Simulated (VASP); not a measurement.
A run of VASP 6.6.1 is set up as follows.

Contents of INCAR:

```
  PREC = Accurate
  ENCUT = 520
  EDIFF = 1E-6
  ISMEAR = 0
  SIGMA = 0.1
  LREAL = F
  LASPH = T
  NELM = 100
  ALGO = Normal
  ISIF = 2
  LWAVE = F
  LCHARG = T
  GGA = PE
  LELF = T
  LVHAR = T
  NBANDS = 18
```

The input KPOINTS:

```
regular mesh
0
Gamma
  6 6 4
```

The input POSCAR:

```
Li
1.0
    4.7542707600      0.0000000000      0.0000000000
   -2.3771353800      4.1173192600      0.0000000000
    0.0000000000      0.0000000000      6.4536885200
Li
6
Direct
    0.0000000000      0.0000000000      0.5000000000
    0.6666666700      0.3333333300      0.7959949400
    0.0000000000      0.0000000000      0.0000000000
    0.6666666700      0.3333333300      0.2040050600
    0.3333333300      0.6666666700      0.2040050600
    0.3333333300      0.6666666700      0.7959949400
```

Potentials or basis: VASP PAW PBE potentials, release 64 (Li_sv).

The run is started by

```bash
$ cat potpaw_PBE.64/Li_sv/POTCAR > POTCAR
$ mpirun -np 1 vasp_std > vasp.out
```

(1) Estimate the band gap on the k mesh.

(2) What does it give for the largest force?

Answers

(1) zero (band 9 reaches 2.58 eV, above the bottom of band 10 at -0.29 eV).

(2) 0.403 eV/Å.
